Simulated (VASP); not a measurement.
## Ce: single point with LDA

Crystal: Ce.

```
Ce
1.0
     0.00000    2.26119    2.26119
     2.26119    0.00000    2.26119
     2.26119    2.26119    0.00000
Ce
1
Cartesian
  0.0000 0.0000 0.0000
```

```
Program                : VASP 6.6.1
Task                   : single point
Functional             : LDA
Potentials or basis    : VASP PAW LDA potentials, release 64 (Ce)
Cutoff                 : 520 eV
k mesh                 : 12 × 12 × 12
Occupations            : gaussian, width 0.01 eV
Spin                   : collinear spin, ferromagnetic start
Starting moments       : [1.0] μB
Dipole correction      : no
Further INCAR settings : ALGO = Normal; EDIFF = 1e-06; NBANDS = 16
```

```
Pressure                                              : -0.5 GPa
Band gap on the k mesh                                : zero (filled and empty bands overlap)
Net moment                                            : 0.00 μB per cell
Valence electrons inside the program's atomic spheres : Ce 10.15
```

Levels at points of the mesh, in eV from the Fermi level:
Spin up:
```tsv
k point	band 3	band 4	band 5	band 6	band 7	band 8	band 9	band 10
(0.00, 0.00, 0.00)	-15.33	-15.33	-2.43	-0.41	0.36	0.36	0.36	1.29
(0.50, 0.00, 0.00)	-15.85	-15.85	-2.30	-0.31	0.43	0.43	0.87	1.11
(0.50, 0.50, 0.00)	-16.80	-16.80	-3.48	-2.82	0.48	0.66	0.66	0.80
```
Spin down:
```csv
k point,band 2,band 3,band 4,band 5,band 6,band 7,band 8,band 9,band 10,band 11
"(0.00, 0.00, 0.00)",-15.33,-15.33,-15.33,-2.43,-0.41,0.36,0.36,0.36,1.29,1.29
"(0.50, 0.00, 0.00)",-19.35,-15.85,-15.85,-2.30,-0.31,0.43,0.43,0.87,1.11,1.11
"(0.50, 0.50, 0.00)",-19.05,-16.80,-16.80,-3.48,-2.82,0.48,0.66,0.66,0.80,0.98
```

Run time: 26 s on 1 thread of Intel Xeon 6975P-C, on a shared host, peak memory 0.18 GiB.

Caveat: the magnetic or orbital state may not be the lowest; spin-orbit coupling is left out, which moves the levels of the heavy elements. The state reached can hang on the start; a lower one may exist.
